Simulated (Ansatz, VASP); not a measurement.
**SiC: VASP beside Ansatz**

```
Si C
1.0
     2.16449    2.16449    0.00000
    -2.16449    2.16449    0.00000
     0.00000    2.16449    2.16449
Si C
1 1
Direct
  0.00000 0.00000 0.00000
  0.75000 0.25000 0.50000
```

Alike in both runs: task single point; functional LDA; k mesh 10 × 10 × 10; no spin polarisation.

|  | VASP | Ansatz |
| --- | --- | --- |
| version | VASP 6.6.1 | Ansatz 0.2.0 |
| potentials or method | VASP PAW LDA potentials, release 64 (Si, C), cutoff 600 eV | all-electron LAPW, scalar-relativistic |
| occupations | gaussian, width 0.01 eV | fixed |

Ansatz gave:

* gap on the k mesh at the Fermi level (eV): 1.30
* pressure (GPa): 0.0

Q: Estimate VASP's values.

A: gap on the k mesh at the Fermi level (eV): 1.29; pressure (GPa): 0.3.

LDA's correlation is that of Perdew and Zunger in VASP and of Perdew and Wang (1992) in Ansatz. Ansatz ran all-electron here, and VASP with PAW potentials.
